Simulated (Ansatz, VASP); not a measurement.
## One calculation of NiSbH, two programs

File INCAR:

```
SYSTEM = NiSbH
PREC     = Accurate       ! precision mode
ENCUT    = 600            ! plane-wave cutoff, eV
EDIFF    = 1E-6           ! SCF threshold, eV
ISMEAR   = 0              ! smearing method
SIGMA    = 0.1            ! smearing width, eV
LREAL    = .False.        ! projectors in reciprocal space
LASPH    = .True.         ! aspherical terms in the spheres
NELM     = 80             ! most SCF steps
ALGO     = Normal         ! electronic algorithm
ISIF     = 3              ! what is computed and relaxed
LWAVE    = .False.        ! write WAVECAR
LCHARG   = .False.        ! write CHGCAR
GGA      = PE             ! functional
IBRION   = 2              ! ionic algorithm
NSW      = 90             ! ionic steps
EDIFFG   = -0.0325        ! ionic threshold
```

File KPOINTS:

```
regular mesh
0
Gamma
  6 6 4
  0 0 0
```

POSCAR

```
NiSbH
1.0
    3.9767337717      0.0000000000      0.0000000000
   -1.9883668858      3.4439524704      0.0000000000
    0.0000000000      0.0000000000      5.1556362719
Ni Sb H
2 2 2
Direct
    1.0000000000      1.0000000000      1.0000000000
    1.0000000000      1.0000000000      0.5000000000
    0.3333333333      0.6666666667      0.2500000000
    0.6666666667      0.3333333333      0.7500000000
    0.3333333333      0.6666666667      0.7500000000
    0.6666666667      0.3333333333      0.2500000000
```

Input for Ansatz:

```yaml
crystal:
  lattice:
    - [3.9767337717, 0.0, 0.0]
    - [-1.9883668858, 3.4439524704, 0.0]
    - [0.0, 0.0, 5.1556362719]
  atoms:
    - { symbol: Ni, position: [1.0, 1.0, 1.0] }
    - { symbol: Ni, position: [1.0, 1.0, 0.5] }
    - { symbol: Sb, position: [0.3333333333, 0.6666666667, 0.25] }
    - { symbol: Sb, position: [0.6666666667, 0.3333333333, 0.75] }
    - { symbol: H, position: [0.3333333333, 0.6666666667, 0.75] }
    - { symbol: H, position: [0.6666666667, 0.3333333333, 0.25] }
basis:
  ecutwfc: 420
kpoints:
  mp_grid: { grid: [6, 6, 4] }
hamiltonian:
  xc: pbe
scf:
  occupations: { method: gaussian, width: 0.1 }
output:
  forces: true
  stress: true
  eigenvalues: true
relax:
  adjacent_minimum: "off"
  f_tol: 0.0325
  max_steps: 70
  cell: { stress_tol: 0.24 }
```

Alike in both runs: task relaxation of cell and atoms; functional PBE; k mesh 6 × 6 × 4; occupations gaussian, width 0.1 eV; no spin polarisation.

|  | VASP | Ansatz |
| --- | --- | --- |
| version | VASP 6.6.1 | Ansatz 0.2.0 |
| potentials or method | VASP PAW PBE potentials, release 64 (Ni, Sb, H), cutoff 600 eV | scalar-relativistic, plane waves, PAW |
| valence electrons in the cell | 32 | 68 |

VASP gave:

```
gap on the k mesh at the Fermi level, each at its own relaxed structure (eV) : none
relaxed volume (Å³/atom)                                                     : 12.67
relaxed cell length with the largest relative difference (Å)                 : 4.289
```

Q: Which values does Ansatz return?

A: gap on the k mesh at the Fermi level, each at its own relaxed structure (eV): none; relaxed volume (Å³/atom): 12.70; relaxed cell length with the largest relative difference (Å): 4.292.

A gap of «none» marks a metal or a gap that the smearing closes. VASP's potentials hold 32 valence electrons a cell and Ansatz's 68, so a difference there can come from the potentials and not from the codes.

Neither program's run includes spin-orbit coupling.
